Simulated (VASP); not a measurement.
AlPdC4N4: single point with PBE

AlPdC4N4:

```xyz
10
Lattice="5.8549 0.0000 0.0000 0.0000 5.8549 0.0000 0.0000 0.0000 5.8549" Properties=species:S:1:pos:R:3 pbc="T T T"
Al    2.9275    2.9275    2.9275
Pd    0.0000    0.0000    0.0000
C     1.1189    1.1189    1.1189
C     1.1189    4.7360    4.7360
C     4.7360    1.1189    4.7360
C     4.7360    4.7360    1.1189
N     1.7944    1.7944    1.7944
N     1.7944    4.0605    4.0605
N     4.0605    1.7944    4.0605
N     4.0605    4.0605    1.7944
```

| Property | Result |
| --- | --- |
| Program | VASP 6.6.1 |
| Task | single point |
| Functional | PBE |
| Potentials or basis | VASP PAW PBE potentials, release 64 (Al, Pd, C, N) |
| Cutoff | 520 eV |
| k mesh | 4 × 4 × 4 |
| Occupations | gaussian, width 0.1 eV |
| Spin | collinear spin, ferromagnetic start |
| Starting moments | [0.0, 1.0, 0.0, 0.0, 0.0, 0.0, 0.0, 0.0, 0.0, 0.0] μB |

The pressure is 0.6 GPa, the largest force is 3.166 eV/Å and the band gap on the k mesh is zero (filled and empty bands overlap). The net moment is 1.00 μB per cell. The site moments are Al +0.00; Pd +0.52; C +0.03; N +0.03 μB and the valence electrons inside the program's atomic spheres are Al 0.63; Pd 10.14; C 2.56; N 3.94.

Forces in eV/Å, atoms in the order of the input:
```
Al   0.000  0.000  0.000
Pd   0.000  0.000  0.000
C    0.060  0.060  0.060
C    0.060 -0.060 -0.060
C   -0.060  0.060 -0.060
C   -0.060 -0.060  0.060
N    1.828  1.828  1.828
N    1.828 -1.828 -1.828
N   -1.828  1.828 -1.828
N   -1.828 -1.828  1.828
```

Levels at points of the mesh, in eV from the Fermi level:
Spin up:
```csv
k point,band 21,band 22,band 23,band 24,band 25,band 26,band 27,band 28,band 29,band 30
"(0.00, 0.00, 0.00)",-2.46,-2.46,-0.59,-0.59,-0.59,3.94,3.94,3.94,4.57,4.57
"(0.50, 0.00, 0.00)",-2.44,-2.21,-0.47,-0.23,-0.23,3.64,3.64,4.11,4.28,4.51
"(0.50, 0.50, 0.00)",-2.41,-2.16,-0.43,-0.19,-0.19,3.91,3.91,4.03,4.27,4.37
"(0.50, 0.50, 0.50)",-2.35,-2.35,-0.44,-0.44,-0.44,4.28,4.28,4.28,4.65,4.65
```
Spin down:
```tsv
k point	band 23	band 24	band 25	band 26	band 27	band 28
(0.00, 0.00, 0.00)	-0.30	-0.30	-0.30	4.09	4.09	4.09
(0.50, 0.00, 0.00)	-0.17	0.07	0.07	3.73	3.73	4.19
(0.50, 0.50, 0.00)	-0.11	0.11	0.11	3.98	3.98	4.11
(0.50, 0.50, 0.50)	-0.14	-0.14	-0.14	4.41	4.41	4.41
```

Wall time 3.9 min on 1 thread of Intel Xeon 6975P-C, on a shared host, peak memory 0.47 GiB.

Caveat: forces of over 1 eV/Å act on the atoms, so gaps and moduli don't describe the material at rest.
